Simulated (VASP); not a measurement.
Runs of VASP 6.6.1 on C. The structure is that of space group Fm-3m (No. 225), or close to it. The cells are those of the table. 

| task | spin | cell | k mesh | gap on the mesh (eV) | pressure (GPa) | moment (μB) |
| --- | --- | --- | --- | --- | --- | --- |
| relaxation of cell and atoms | off | relaxed from a = 2.837 Å, angles 60.0°, 3 atoms | 8 × 8 × 8 | none | 0.8 | - |
| relaxation of cell and atoms | off | relaxed from a = 3.064 Å, angles 60.0°, 3 atoms | 18 × 18 × 18 | none | -0.1 | - |
| single point | off | a = 2.837 Å, angles 60.0°, 3 atoms | 8 × 8 × 8 | none | 68.7 | - |
| single point | off | a = 3.070 Å, angles 60.0°, 3 atoms | 18 × 18 × 18 | none | -0.2 | - |
| single point | collinear, ferromagnetic start | a = 2.837 Å, angles 60.0°, 3 atoms | 8 × 8 × 8 | none | 68.7 | 0.00 |
| single point | off | a = 3.064 Å, angles 60.0°, 3 atoms | 8 × 8 × 8 | none | 0.0 | - |
| single point | collinear, ferromagnetic start | a = 3.064 Å, angles 60.0°, 3 atoms | 6 × 6 × 6 | none | (a) | 0.00 |

Alike in all rows: level PBE; potentials or basis VASP PAW PBE potentials, release 64 (C); cutoff (eV) 600; smearing gaussian 0.1 eV.

Question: Fill in the values left out.

Answer: (a) 5.3.

Caveats: some runs use coarse meshes.

A gap of «none» marks levels without a gap at the run's occupations.
